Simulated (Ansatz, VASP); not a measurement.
## KBr in VASP and in Ansatz

```
K Br
1.0
     0.80256    3.73877    3.73877
     3.73877    0.80256    3.73877
     3.73877    3.73877    0.80256
K Br
1 1
Direct
  0.00000 0.00000 0.00000
  0.50000 0.50000 0.50000
```

Alike in both runs: task single point; functional r2SCAN; k mesh 8 × 8 × 8; occupations gaussian, width 0.05 eV; no spin polarisation.

|  | VASP | Ansatz |
| --- | --- | --- |
| version | VASP 6.6.1 | Ansatz 0.2.0 |
| potentials or method | VASP PAW PBE potentials, release 64 (K_sv, Br), cutoff 520 eV | scalar-relativistic, plane waves, PAW |
| valence electrons in the cell | 16 | 16 |

```tsv
	VASP	Ansatz	Ansatz less VASP
gap on the k mesh at the Fermi level (eV)	3.75	3.75	-0.003
least direct gap on the mesh (eV)	3.75	3.75	-0.003
pressure (GPa)	-0.5	-0.5	+0.01
traceless stress, the component that is largest in VASP (GPa)	-2.34	-2.34	0.000
```

VASP's potentials were made for PBE, not for r2SCAN.
